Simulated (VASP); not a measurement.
# SiC (Fm-3m) in VASP: a series of runs

The runs below take SiC through single point, relaxation of cell and atoms, with PBE.

Everything below comes from runs of VASP 6.6.1. Logs are shortened: lines on timing, memory, paths and dates and some standing lists are left out, and cuts for length are marked.

## (1) The cell of the first run

It takes space group Fm-3m (No. 225, cubic). Conventional cell: a = 4.053 Å, b = 4.053 Å, c = 4.053 Å, α = 90.00°, β = 90.00°, γ = 90.00°. Within 2.7 Å of Si (site symmetry m-3m) lie 6 C at 2.03 Å. C (site symmetry m-3m) has 6 Si at 2.03 Å within 2.7 Å.

## (2) Single point, PBE

Input file INCAR:

```
SYSTEM = SiC
  PREC = Accurate
  ENCUT = 520
  EDIFF = 1E-6
  ISMEAR = 0
  SIGMA = 0.1
  LREAL = .FALSE.
  LASPH = .TRUE.
  NELM = 100
  ALGO = Normal
  ISIF = 2
  LWAVE = .FALSE.
  LCHARG = .FALSE.
  GGA = PE
  NBANDS = 11
```

Input file KPOINTS:

```
regular mesh
0
G
  6 6 6
  0 0 0
```

Input file POSCAR:

```
SiC
1.0
    1.4327647536      0.8272071162      2.3397470643
   -1.4327647536      0.8272071162      2.3397470643
    0.0000000000     -1.6544142323      2.3397470643
Si C
1 1
Direct
    0.5000000000      0.5000000000      0.5000000000
    0.0000000000      0.0000000000      0.0000000000
```

Potentials or basis: VASP PAW PBE potentials, release 64 (Si, C).

Command:

```
> cat potpaw_PBE.64/Si/POTCAR potpaw_PBE.64/C/POTCAR > POTCAR
> mpirun -np 1 vasp_std > vasp.out
```

OUTCAR:

```text
SYSTEM = SiC
   PREC = Accurate
   ENCUT = 520
   EDIFF = 1E-6
   ISMEAR = 0
   LREAL = .FALSE.
   LASPH = .TRUE.
   NELM = 100
   ISIF = 2
   GGA = PE

 ion  position               nearest neighbor table
   1  0.500  0.500  0.500-   2 2.03   2 2.03   2 2.03   2 2.03   2 2.03   2 2.03
   2  0.000  0.000  0.000-   1 2.03   1 2.03   1 2.03   1 2.03   1 2.03   1 2.03

  LATTYP: Found a trigonal (rhomboedric) cell.
 ALAT       =     2.8655719808
 COS(alpha) =     0.5000148219

  Lattice vectors:

 A1 = (   1.4327647536,   0.8272071162,   2.3397470643)
 A2 = (  -1.4327647536,   0.8272071162,   2.3397470643)
 A3 = (   0.0000000000,  -1.6544142323,   2.3397470643)

Analysis of symmetry for initial positions (statically):
=====================================================================
 Subroutine PRICEL returns:
 Original cell was already a primitive cell.

 Routine SETGRP: Setting up the symmetry group for a
 trigonal (rhombohedral) supercell.

 Subroutine GETGRP returns: Found 12 space group operations
 (whereof 12 operations were pure point group operations)
 out of a pool of 12 trial point group operations.

The static configuration has the point symmetry D_3d.

Analysis of symmetry for dynamics (positions and initial velocities):
=====================================================================
 Subroutine PRICEL returns:
 Original cell was already a primitive cell.

 Routine SETGRP: Setting up the symmetry group for a
 trigonal (rhombohedral) supercell.

 Subroutine GETGRP returns: Found 12 space group operations
 (whereof 12 operations were pure point group operations)
 out of a pool of 12 trial point group operations.

The dynamic configuration has the point symmetry D_3d.

 Subroutine INISYM returns: Found 12 space group operations
 (whereof 12 operations are pure point group operations),
 and found     1 'primitive' translations

----------------------------------------------------------------------------------------

                                     Primitive cell

  volume of cell :      16.6383

  direct lattice vectors                    reciprocal lattice vectors
     1.432764754  0.827207116  2.339747064     0.348975642  0.201481181  0.142465542
    -1.432764754  0.827207116  2.339747064    -0.348975642  0.201481181  0.142465542
     0.000000000 -1.654414232  2.339747064     0.000000000 -0.402962362  0.142465542

  length of vectors
     2.865571981  2.865571981  2.865571981     0.427405072  0.427405072  0.427405072

  position of ions in fractional coordinates (direct lattice)
     0.500000000  0.500000000  0.500000000
     0.000000000  0.000000000  0.000000000

  ion indices of the primitive-cell ions
   primitive index   ion index
                 1           1
                 2           2

----------------------------------------------------------------------------------------

 KPOINTS: regular mesh

Automatic generation of k-mesh.
 Grid dimensions read from file:
 generate k-points for:    6    6    6

 Generating k-lattice:

  Cartesian coordinates                     Fractional coordinates (reciprocal lattice)
     0.058162607  0.033580197  0.023744257     0.166666667  0.000000000  0.000000000
    -0.058162607  0.033580197  0.023744257     0.000000000  0.166666667  0.000000000
     0.000000000 -0.067160394  0.023744257     0.000000000  0.000000000  0.166666667

  Length of vectors
     0.071234179  0.071234179  0.071234179

  Shift w.r.t. Gamma in fractional coordinates (k-lattice)
     0.000000000  0.000000000  0.000000000

 Subroutine IBZKPT returns following result:
 ===========================================

 Found     32 irreducible k-points:

 Following reciprocal coordinates:
            Coordinates               Weight
  0.000000  0.000000  0.000000      1.000000
  0.166667 -0.000000 -0.000000      6.000000
  0.166667  0.166667  0.166667      2.000000
  0.333333 -0.000000 -0.000000      6.000000
  0.333333  0.333333  0.333333      2.000000
  0.500000 -0.000000  0.000000      3.000000
[... 16 lines left out ...]
  0.500000  0.166667  0.500000      6.000000
 -0.333333  0.333333  0.000000      6.000000
 [... further k-points ...]
   k-points           NKPTS =     32   k-points in BZ     NKDIM =     32   number of bands    NBANDS=     11
   number of dos      NEDOS =    301   number of ions     NIONS =      2
   total plane-waves  NPLWV =  13824
   dimension x,y,z NGX =    24 NGY =   24 NGZ =   24
   dimension x,y,z NGXF=    48 NGYF=   48 NGZF=   48
   ions per type =               1   1
   NGX,Y,Z   is equivalent  to a cutoff of  13.92, 13.92, 13.92 a.u.
   NGXF,Y,Z  is equivalent  to a cutoff of  27.85, 27.85, 27.85 a.u.
 SYSTEM =  SiC
   PREC   = accura    normal or accurate (medium, high low for compatibility)
   ISTART =      0    job   : 0-new  1-cont  2-samecut
   ICHARG =      2    charge: 1-file 2-atom 10-const
   ISPIN  =      1    spin polarized calculation?
   LNONCOLLINEAR =      F non collinear calculations
   LSORBIT =      F    spin-orbit coupling
   LASPH  =      T    aspherical Exc in radial PAW
   ENCUT  =  520.0 eV  38.22 Ry    6.18 a.u.   5.33  5.33  5.33*2*pi/ulx,y,z
   NELM   =    100;   NELMIN=  2; NELMDL= -5     # of ELM steps
   EDIFF  = 0.1E-05   stopping-criterion for ELM
   LREAL  =      F    real-space projection
   EDIFFG = 0.1E-04   stopping-criterion for IOM
   NSW    =      0    number of steps for IOM
   IBRION =     -1    ionic relax: 0-MD 1-quasi-New 2-CG
   NFREE  =      0    steps in history (QN), initial steepest desc. (CG)
   ISIF   =      2    stress and relaxation
   ISYM   =      2    0-nonsym 1-usesym 2-fastsym
   POTIM  = 0.5000    time-step for ionic-motion
   TEBEG  =    0.0;   TEEND  =   0.0 temperature during run
   PSTRESS=    0.0 pullay stress
   NELECT =       8.0000    total number of electrons
   NUPDOWN=      -1.0000    fix difference up-down
   EMIN   =  10.00;   EMAX   =-10.00  energy-range for DOS
   EFERMI =   0.00;   METHOD = LEGACY
   ISMEAR =     0;   SIGMA  =   0.10  broadening in eV -4-tet -1-fermi 0-gaus
   EFERMI_NEDOS =   21; number of points for ismear=-14 and -15
   IALGO  =     38    algorithm
   IMIX   =      4    mixing-type and parameters
     AMIX     =   0.40;   BMIX     =  1.00
     AMIX_MAG =   1.60;   BMIX_MAG =  1.00
  volume/ion in A,a.u.               =       8.32        56.14
  Fermi-wavevector in a.u.,A,eV,Ry     =   1.282533  2.423635 22.380083  1.644890
  Thomas-Fermi vector in A             =   2.414838
   LORBIT       =      0    0 simple, 1 ext, 2 COOP (PROOUT), +10 PAW based schemes
   GGA     = PE    functional components
   LHFCALC =     F    Hartree Fock is set to
   AEXX    =    0.0000 exact exchange contribution
   IVDW    =     0    specifies the selected vdW correction
   LEPSILON=     F    determine dielectric tensor
   LRPA    =     F    only Hartree local field effects (RPA)
 non-spin polarized calculation
 Gauss-broadening in eV      SIGMA  =   0.10
  energy-cutoff  :      520.00
  volume of cell :       16.64
 maximum number of plane-waves:       464
 NGX is ok and might be reduce to    24
   NGX = 11   NGY = 11   NGZ = 11

 number of electron       8.0000000 magnetization

 Free energy of the ion-electron system (eV)
  ---------------------------------------------------
  ext. energy  EPLUGINS =         0.00000000
  ---------------------------------------------------
  free energy    TOTEN  =       -13.54327636 eV

  energy without entropy =      -13.54136133  energy(sigma->0) =      -13.54231885

 E-fermi :  12.3528     XC(G=0): -12.6814

 val. band max:       12.2550425501   @ k =   0.1667   0.1667   0.3333
 cond. band min:      12.3832026712   @ k =   0.0000   0.0000   0.0000
 fundamental gap:      0.1281601211
 Fermi energy:        12.3528455867

 k-point     1 :       0.0000    0.0000    0.0000
  band No.  band energies     occupation
      1      -6.0690      2.00000
      2      12.3832      0.66769
      3      12.3837      0.66299
      4      12.3837      0.66299
      5      19.8004      0.00000
      6      21.2984      0.00000
      7      21.2990      0.00000
      8      21.2990      0.00000
      9      25.0313      0.00000
     10      25.0313      0.00000
     11      25.0313      0.00000

 k-point     2 :       0.1667   -0.0000   -0.0000
  band No.  band energies     occupation
      1      -5.3963      2.00000
      2       9.3643      2.00000
      3      12.0288      2.00000
      4      12.0292      2.00000
      5      19.5444      0.00000
      6      21.0602      0.00000
      7      21.0603      0.00000
      8      22.0451      0.00000
      9      23.2349      0.00000
     10      23.2356      0.00000
     11      24.4602      0.00000

 k-point     3 :       0.1667    0.1667    0.1667
  band No.  band energies     occupation
      1      -5.3963      2.00000
      2       9.3639      2.00000
      3      12.0292      2.00000
      4      12.0292      2.00000
      5      19.5448      0.00000
      6      21.0605      0.00000
      7      21.0605      0.00000
      8      22.0447      0.00000
      9      23.2353      0.00000
     10      23.2353      0.00000
     11      24.4604      0.00000

 k-point     4 :       0.3333   -0.0000   -0.0000
  band No.  band energies     occupation
      1      -3.4174      2.00000
      2       4.4585      2.00000
      3      11.5219      2.00000
      4      11.5222      2.00000
      5      18.5372      0.00000
      6      18.5374      0.00000
      7      18.5399      0.00000
      8      22.5048      0.00000
      9      25.5640      0.00000
     10      26.8585      0.00000
     11      26.8592      0.00000

 k-point     5 :       0.3333    0.3333    0.3333
  band No.  band energies     occupation
      1      -3.4175      2.00000
      2       4.4581      2.00000
      3      11.5223      2.00000
      4      11.5223      2.00000
      5      18.5377      0.00000
      6      18.5377      0.00000
      7      18.5404      0.00000
      8      22.5051      0.00000
      9      25.5638      0.00000
     10      26.8588      0.00000
     11      26.8588      0.00000
[... 211 lines left out ...]
 k-point    21 :       0.5000    0.3333    0.0000
  band No.  band energies     occupation
      1      -0.3201      2.00000
      2       4.2627      2.00000
      3       6.0468      2.00000
      4       8.6337      2.00000
      5      13.0875      0.00000
      6      17.6495      0.00000
      7      24.1121      0.00000
      8      25.3304      0.00000
      9      27.0590      0.00000
     10      32.7673      0.00000
     11      32.7739      0.00000

 k-point    22 :       0.3333    0.3333   -0.1667
  band No.  band energies     occupation
      1      -0.3200      2.00000
      2       4.2626      2.00000
      3       6.0466      2.00000
      4       8.6341      2.00000
      5      13.0878      0.00000
      6      17.6490      0.00000
      7      24.1121      0.00000
      8      25.3301      0.00000
      9      27.0592      0.00000
     10      32.7672      0.00000
     11      32.7741      0.00000

 k-point    23 :       0.5000    0.1667    0.5000
  band No.  band energies     occupation
      1      -0.3201      2.00000
      2       4.2626      2.00000
      3       6.0466      2.00000
      4       8.6341      2.00000
      5      13.0879      0.00000
      6      17.6492      0.00000
      7      24.1123      0.00000
      8      25.3307      0.00000
      9      27.0588      0.00000
     10      32.7675      0.00000
     11      32.7739      0.00000

 k-point    24 :      -0.3333    0.3333    0.0000
  band No.  band energies     occupation
      1       0.4380      2.00000
      2       3.5882      2.00000
      3       4.2841      2.00000
      4       9.5213      2.00000
      5      14.3495      0.00000
      6      21.4451      0.00000
      7      22.1823      0.00000
      8      24.6276      0.00000
      9      25.8182      0.00000
     10      28.9495      0.00000
     11      30.6353      0.00000

 [... further k-points ...]

------------------------ aborting loop because EDIFF is reached ----------------------------------------

  FORCE on cell =-STRESS in cart. coord.  units (eV):
  Direction    XX          YY          ZZ          XY          YZ          ZX
  --------------------------------------------------------------------------------------
  -------------------------------------------------------------------------------------
  Total        0.0156667      0.0156667      0.0145022      0.0000000      0.0000000      0.0000000
  in kB        1.5086181      1.5086181      1.3964832      0.0000000      0.0000000      0.0000000
  external PRESSURE =       1.4712398 kB  Pullay stress =       0.0000000 kB

 VOLUME and BASIS-vectors are now :
 -----------------------------------------------------------------------------
  energy-cutoff  :      520.00
  volume of cell :       16.64
      direct lattice vectors                 reciprocal lattice vectors
     1.432764754  0.827207116  2.339747064     0.348975642  0.201481181  0.142465542
    -1.432764754  0.827207116  2.339747064    -0.348975642  0.201481181  0.142465542
     0.000000000 -1.654414232  2.339747064     0.000000000 -0.402962362  0.142465542

 POSITION                                       TOTAL-FORCE (eV/Angst)
 -----------------------------------------------------------------------------------
      0.00000      0.00000      3.50962         0.000000     -0.000000      0.000000
      0.00000      0.00000      0.00000         0.000000      0.000000     -0.000000
 -----------------------------------------------------------------------------------
    total drift:                               -0.000000     -0.000000     -0.000000

  FREE ENERGIE OF THE ION-ELECTRON SYSTEM (eV)
  ---------------------------------------------------
  free  energy   TOTEN  =       -13.5432763641 eV

  energy  without entropy=      -13.5413613284  energy(sigma->0) =      -13.54231885
```

Wall time 11 s (1 thread of AMD EPYC 7R13, shared host); peak memory 0.1 GiB.

What came out:

| Quantity | Value |
| --- | --- |
| Free energy | -13.5433 eV |
| Pressure | 0.1 GPa |
| Band gap on the k mesh | zero (band 4 reaches 12.38 eV, above the bottom of band 5 at 11.40 eV) |

Caveat: the k points lie up to 0.45 Å⁻¹ apart.

## (3) Single point, PBE

This run uses another cell than the first one, of 8.35 Å³/atom, 1.003 times its volume.

Input file INCAR:

```
SYSTEM = SiC
ALGO = Normal
EDIFF = 1E-6
ENCUT = 520
GGA = PE
ISIF = 2
ISMEAR = 0
LASPH = .TRUE.
LCHARG = .FALSE.
LREAL = .FALSE.
LWAVE = .FALSE.
NBANDS = 11
NELM = 100
PREC = Accurate
SIGMA = 0.1
```

Input file KPOINTS:

```
k-points
0
G
  24 24 24
  0 0 0
```

Input file POSCAR:

```
SiC
1.0
    0.0000000000      2.0284839198      2.0284839198
    2.0284839198      0.0000000000      2.0284839198
    2.0284839198      2.0284839198      0.0000000000
Si C
1 1
Direct
    0.5000000000      0.5000000000      0.5000000000
    0.0000000000      0.0000000000      0.0000000000
```

Potentials or basis: VASP PAW PBE potentials, release 64 (Si, C).

Command:

```
> cat potpaw_PBE.64/Si/POTCAR potpaw_PBE.64/C/POTCAR > POTCAR
> mpirun -np 1 vasp_std > vasp.out
```

Run time: 98 s. Hardware: 1 thread of AMD EPYC 7R13, shared host; peak memory 0.16 GiB.

It converged, with:

| Item | Value |
| --- | --- |
| Free energy | -13.5757 eV |
| Pressure | 0.2 GPa |
| Band gap on the k mesh | zero (band 4 reaches 12.38 eV, above the bottom of band 5 at 11.33 eV) |

Levels at points of the mesh, in eV from the Fermi level:
| k point | band 1 | band 2 | band 3 | band 4 | band 5 | band 6 | band 7 | band 8 |
| --- | --- | --- | --- | --- | --- | --- | --- | --- |
| (0.00, 0.00, 0.00) | -18.34 | 0.06 | 0.06 | 0.06 | 7.42 | 9.00 | 9.00 | 9.00 |
| (0.50, 0.00, 0.00) | -13.18 | -11.43 | -0.97 | -0.97 | 5.29 | 5.29 | 5.93 | 9.59 |
| (0.50, 0.50, 0.00) | -11.44 | -9.69 | -4.22 | -4.22 | -0.92 | 2.62 | 14.81 | 14.81 |

## (4) Single point, PBE

This run uses another cell than the first one, of 8.35 Å³/atom, 1.003 times its volume.

Input file INCAR:

```
ALGO = Normal
EDIFF = 1E-6
ENCUT = 520
GGA = PE
ISIF = 2
ISMEAR = 0
LASPH = T
LCHARG = T
LELF = T
LREAL = F
LVHAR = T
LWAVE = F
NBANDS = 11
NELM = 80
PREC = Accurate
SIGMA = 0.1
```

Input file KPOINTS:

```
k-points
0
Gamma
  24 24 24
```

POSCAR is that of step 3.

Potentials or basis: VASP PAW PBE potentials, release 64 (Si, C).

Command:

```
> cat potpaw_PBE.64/Si/POTCAR potpaw_PBE.64/C/POTCAR > POTCAR
> mpirun -np 1 vasp_std > vasp.out
```

OUTCAR:

```text
EDIFF = 1E-6
   ENCUT = 520
   GGA = PE
   ISIF = 2
   ISMEAR = 0
   LASPH = T
   LREAL = F
   NELM = 80
   PREC = Accurate

 ion  position               nearest neighbor table
   1  0.500  0.500  0.500-   2 2.03   2 2.03   2 2.03   2 2.03   2 2.03   2 2.03
   2  0.000  0.000  0.000-   1 2.03   1 2.03   1 2.03   1 2.03   1 2.03   1 2.03

  LATTYP: Found a face centered cubic cell.
 ALAT       =     4.0569678396

  Lattice vectors:

 A1 = (   0.0000000000,   2.0284839198,   2.0284839198)
 A2 = (   2.0284839198,   0.0000000000,   2.0284839198)
[... 513 lines left out ...]
      6      17.8987      0.00000
      7      18.3945      0.00000
      8      22.2285      0.00000
      9      26.6787      0.00000
     10      29.1373      0.00000
     11      29.9802      0.00000

 [... further k-points ...]
[... 5 lines left out ...]
  --------------------------------------------------------------------------------------
  -------------------------------------------------------------------------------------
  Total        0.0209165      0.0209165      0.0209165     -0.0000000     -0.0000000      0.0000000
  in kB        2.0074940      2.0074940      2.0074940     -0.0000000     -0.0000000      0.0000000
  external PRESSURE =       2.0074940 kB  Pullay stress =       0.0000000 kB

 VOLUME and BASIS-vectors are now :
 -----------------------------------------------------------------------------
  energy-cutoff  :      520.00
  volume of cell :       16.69
      direct lattice vectors                 reciprocal lattice vectors
     0.000000000  2.028483920  2.028483920    -0.246489506  0.246489506  0.246489506
     2.028483920  0.000000000  2.028483920     0.246489506 -0.246489506  0.246489506
     2.028483920  2.028483920  0.000000000     0.246489506  0.246489506 -0.246489506

 POSITION                                       TOTAL-FORCE (eV/Angst)
 -----------------------------------------------------------------------------------
      2.02848      2.02848      2.02848         0.000000      0.000000      0.000000
      0.00000      0.00000      0.00000        -0.000000     -0.000000     -0.000000
 -----------------------------------------------------------------------------------
    total drift:                                0.000000     -0.000000     -0.000000

  FREE ENERGIE OF THE ION-ELECTRON SYSTEM (eV)
  ---------------------------------------------------
  free  energy   TOTEN  =       -13.5757335865 eV

  energy  without entropy=      -13.5737542260  energy(sigma->0) =      -13.57474391
```

Run time: 1.7 min. Hardware: 1 thread of AMD EPYC 7R13, shared host; peak memory 0.16 GiB.

What came out:

```yaml
Free_energy: -13.5757 eV
Pressure: 0.2 GPa
Band_gap_on_the_k_mesh: zero (band 4 reaches 12.38 eV, above the bottom of band 5 at 11.33 eV)
```

Levels at points of the mesh, in eV from the Fermi level:
```
           k point  band 2  band 3  band 4  band 5  band 6  band 7
(0.00, 0.00, 0.00)    0.06    0.06    0.06    7.42    9.00    9.00
(0.50, 0.00, 0.00)  -11.43   -0.97   -0.97    5.29    5.29    5.93
(0.50, 0.50, 0.00)   -9.69   -4.22   -4.22   -0.92    2.62   14.81
```

(Part 1 of 2 ends here.)
